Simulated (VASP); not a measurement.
Input of a VASP 6.6.1 run:

The input INCAR:

```
SYSTEM = ZnC2
PREC = Accurate ; ENCUT = 520
EDIFF = 1E-8 ; ISMEAR = 0
SIGMA = 0.01 ; LREAL = .False.
LASPH = .True. ; NELM = 100
ALGO = Normal ; ISIF = 2
LWAVE = .False. ; LCHARG = .True.
IBRION = 8 ; NSW = 1
LEPSILON = .True.
```

The input KPOINTS:

```
regular mesh
0
Gamma
  8 8 8
  0 0 0
```

The input POSCAR:

```
ZnC2
1.0
   -1.9580568463      1.9580568463      2.4955690699
    1.9580568463     -1.9580568463      2.4955690699
    1.9580568463      1.9580568463     -2.4955690699
Zn C
1 2
Direct
    0.0000000000      0.0000000000      0.0000000000
    0.6238861176      0.6238861176      0.0000000000
    0.3761138824      0.3761138824      0.0000000000
```

Potentials or basis: VASP PAW LDA potentials, release 64 (Zn, C).

Command:

```console
$ cat potpaw_LDA.64/Zn/POTCAR potpaw_LDA.64/C/POTCAR > POTCAR
$ mpirun -np 1 vasp_std > vasp.out
```

Problem. Estimate the electronic dielectric tensor (diagonal).

Solution. 4.84, 4.84, 6.14.

Problem. Predict the Born charges (mean of the diagonal).

Solution. Zn +2.17; C -1.09 e.

Problem. Estimate the highest phonon frequency at Γ.

Solution. 2052 cm⁻¹.

Problem. Estimate the most unstable mode.

Solution. 157i cm⁻¹.

Phonon frequencies in cm⁻¹ (negative: imaginary):
```
              q point                       frequencies
(0.000, 0.000, 0.000)  -157 -157 0 4 4 369 369 675 2052
```

Caveat: some modes are imaginary.
